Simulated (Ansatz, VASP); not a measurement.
Two plane-wave programs on ZnS

File INCAR:

```
SYSTEM = ZnS
ALGO = Normal
EDIFF = 1E-6
ENCUT = 520
GGA = PE
ISIF = 2
ISMEAR = 0
LASPH = .TRUE.
LCHARG = .TRUE.
LELF = .TRUE.
LREAL = .FALSE.
LVHAR = .TRUE.
LWAVE = .FALSE.
NBANDS = 66
NELM = 60
PREC = Accurate
SIGMA = 0.05
```

Contents of KPOINTS:

```
k-points
0
G
  8 8 2
  0 0 0
```

File POSCAR:

```
ZnS
1.0
   -3.8462043731      0.0000000000      0.0000000000
   -1.9231021865     -3.3309106952      0.0000000000
   -4.3271722299     -2.4982940518     18.8985751533
Zn S
6 6
Direct
   -0.3211123330     -0.3211123330      0.7706488596
    0.3872376670      0.3872376670      0.2706488596
    0.1371526216      0.1371526216      0.6040807676
    0.8455026216      0.8455026216      0.1040807676
   -0.1129215138     -0.1129215138      0.9374981296
    0.5954284862      0.5954284862      0.4374981296
    0.2934881490      0.2934881490      0.3956426616
    0.5851381490      0.5851381490      0.8956426616
    0.2100381816      0.2100381816      0.0624796476
    0.5016881816      0.5016881816      0.5624796476
    0.0435798381      0.0435798381      0.7288389341
    0.7519298381      0.7519298381      0.2288389341
```

Input for Ansatz:

```yaml
crystal:
  lattice:
    - [-3.8462043731, 0.0, 0.0]
    - [-1.9231021865, -3.3309106952, 0.0]
    - [-4.3271722299, -2.4982940518, 18.8985751533]
  atoms:
    - { symbol: Zn, position: [-0.321112333, -0.321112333, 0.7706488596] }
    - { symbol: Zn, position: [0.387237667, 0.387237667, 0.2706488596] }
    - { symbol: Zn, position: [0.1371526216, 0.1371526216, 0.6040807676] }
    - { symbol: Zn, position: [0.8455026216, 0.8455026216, 0.1040807676] }
    - { symbol: Zn, position: [-0.1129215138, -0.1129215138, 0.9374981296] }
    - { symbol: Zn, position: [0.5954284862, 0.5954284862, 0.4374981296] }
    - { symbol: S, position: [0.293488149, 0.293488149, 0.3956426616] }
    - { symbol: S, position: [0.585138149, 0.585138149, 0.8956426616] }
    - { symbol: S, position: [0.2100381816, 0.2100381816, 0.0624796476] }
    - { symbol: S, position: [0.5016881816, 0.5016881816, 0.5624796476] }
    - { symbol: S, position: [0.0435798381, 0.0435798381, 0.7288389341] }
    - { symbol: S, position: [0.7519298381, 0.7519298381, 0.2288389341] }
basis:
  ecutwfc: 420
kpoints:
  mp_grid: { grid: [8, 8, 2] }
hamiltonian:
  xc: pbe
scf:
  occupations: { method: gaussian, width: 0.05 }
output:
  forces: true
  stress: true
  eigenvalues: true
```

Alike in both runs: task single point; functional PBE; k mesh 8 × 8 × 2; occupations gaussian, width 0.05 eV; no spin polarisation.

|  | VASP | Ansatz |
| --- | --- | --- |
| version | VASP 6.6.1 | Ansatz 0.2.0 |
| potentials or method | VASP PAW PBE potentials, release 64 (Zn, S), cutoff 520 eV | scalar-relativistic, plane waves, PAW |
| valence electrons in the cell | 108 | 108 |

|  | VASP | Ansatz | Ansatz less VASP |
| --- | --- | --- | --- |
| gap on the k mesh at the Fermi level (eV) | 1.47 | 1.47 | +0.001 |
| least direct gap on the mesh (eV) | 1.47 | 1.47 | +0.001 |
| pressure (GPa) | -0.3 | -0.4 | -0.14 |
| traceless stress, the component that is largest in VASP (GPa) | 0.50 | 0.51 | +0.014 |
| rms of the force components (eV/Å) | 0.119 | 0.116 | -0.0023 |

Atom by atom the forces differ by 0.003 eV/Å (rms over components).
